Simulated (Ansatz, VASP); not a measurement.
## InGa3P4: VASP beside Ansatz

```
In Ga P
1.0
     5.80234    0.00000    0.00000
     0.00000    5.80234    0.00000
     0.00000    0.00000    5.80234
In Ga P
1 3 4
Direct
  0.50000 0.50000 0.50000
  0.00000 0.00000 0.50000
  0.00000 0.50000 0.00000
  0.50000 0.00000 0.00000
  0.75928 0.75928 0.75928
  0.75928 0.24072 0.24072
  0.24072 0.75928 0.24072
  0.24072 0.24072 0.75928
```

Alike in both runs: functional PBE; k mesh 6 × 6 × 6; occupations gaussian, width 0.02 eV; no spin polarisation.

Ansatz relaxed the structure, and its values are those at the end. VASP's run is a single point on that final structure, the one shown.

|  | VASP | Ansatz |
| --- | --- | --- |
| version | VASP 6.6.1 | Ansatz 0.2.0 |
| potentials or method | VASP PAW PBE potentials, release 64 (In_d, Ga_d, P), cutoff 520 eV | scalar-relativistic, plane waves, PAW |
| valence electrons in the cell | 72 | 72 |

VASP gave:

```
gap on the k mesh at the Fermi level (eV) : 0.44
least direct gap on the mesh (eV)         : 0.44
pressure (GPa)                            : -5.5
```

Question: Which values does Ansatz return?

Answer: gap on the k mesh at the Fermi level (eV): 0.44; least direct gap on the mesh (eV): 0.44; pressure (GPa): -5.4.

The functional is the same, so the differences come from potentials, cutoffs and numerics. Ansatz's warnings: stress scf threshold loose.
